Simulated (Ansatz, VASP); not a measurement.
## KCdCO3F in VASP and in Ansatz

Contents of POSCAR:

```
KCdCO3F
1.0
    5.0419290486      0.0000000000      0.0000000000
   -2.5209645243      4.3664386401      0.0000000000
    0.0000000000      0.0000000000      4.4240642756
K Cd C O F
1 1 1 3 1
Direct
    0.0000000000      0.0000000000      0.0000000000
    0.6666666667      0.3333333333      0.5000000000
    0.3333333333      0.6666666667      0.5000000000
    0.1864134959      0.3728269919      0.5000000000
    0.1864134959      0.8135865041      0.5000000000
    0.6271730081      0.8135865041      0.5000000000
    0.6666666667      0.3333333333      0.0000000000
```

Contents of INCAR.step1:

```
PREC = Accurate ; ENCUT = 520
ISMEAR = 0 ; SIGMA = 0.01
LREAL = False ; LASPH = True
NELM = 60 ; NBANDS = 34
GGA = PE ; ALGO = Normal
EDIFF = 1E-4 ; LWAVE = True
LCHARG = False
```

File INCAR.step2:

```
PREC = Accurate ; ENCUT = 520
EDIFF = 1E-6 ; ISMEAR = 0
SIGMA = 0.01 ; LREAL = False
LASPH = True ; NELM = 60
ALGO = Normal ; ISIF = 2
LWAVE = False ; LCHARG = True
METAGGA = R2SCAN ; LMIXTAU = True
LELF = True ; LVHAR = True
NBANDS = 34 ; ISTART = 1
```

KPOINTS

```
regular mesh
0
Gamma
  6 6 6
```

Input for Ansatz:

```yaml
crystal:
  lattice:
    - [5.0419290486, 0.0, 0.0]
    - [-2.5209645243, 4.3664386401, 0.0]
    - [0.0, 0.0, 4.4240642756]
  atoms:
    - { symbol: K, position: [0.0, 0.0, 0.0] }
    - { symbol: Cd, position: [0.6666666667, 0.3333333333, 0.5] }
    - { symbol: C, position: [0.3333333333, 0.6666666667, 0.5] }
    - { symbol: O, position: [0.1864134959, 0.3728269919, 0.5] }
    - { symbol: O, position: [0.1864134959, 0.8135865041, 0.5] }
    - { symbol: O, position: [0.6271730081, 0.8135865041, 0.5] }
    - { symbol: F, position: [0.6666666667, 0.3333333333, 0.0] }
kpoints:
  mp_grid: { grid: [6, 6, 6] }
  band_path:
    path:
      - [0.0, 0.0, 0.0]
      - [0.5, 0.0, 0.0]
      - [0.3333333333, 0.3333333333, 0.0]
      - [0.0, 0.0, 0.5]
      - [0.5, 0.0, 0.5]
      - [0.3333333333, 0.3333333333, 0.5]
    npoints: 1
hamiltonian:
  xc: r2scan
scf:
  occupations: { method: fixed }
  n_extra_bands: 5
output:
  forces: true
  stress: true
  eigenvalues: true
```

Alike in both runs: task single point; functional r2SCAN; k mesh 6 × 6 × 6; no spin polarisation.

|  | VASP | Ansatz |
| --- | --- | --- |
| version | VASP 6.6.1 | Ansatz 0.2.0 |
| potentials or method | VASP PAW PBE potentials, release 64 (K_sv, Cd, C, O, F) | plane waves, PAW |
| plane-wave cutoff (eV) | 520 | 500 |
| occupations | gaussian, width 0.01 eV | fixed |
| valence electrons in the cell | 50 | 58 |

```tsv
	VASP	Ansatz	Ansatz less VASP
gap on the k mesh at the Fermi level (eV)	2.64	2.68	+0.034
pressure (GPa)	1.1	0.0	-1.10
traceless stress, the component that is largest in VASP (GPa)	-0.66	-0.04	+0.618
rms of the force components (eV/Å)	0.135	0.001	-0.1343
```

VASP's potentials were made for PBE, not for r2SCAN. Atom by atom the forces differ by 0.136 eV/Å (rms over components). One of these differences is far larger than is usual between the two programs; its cause wasn't traced. VASP's potentials hold 50 valence electrons a cell and Ansatz's 58, so a difference there can come from the potentials and not from the codes.
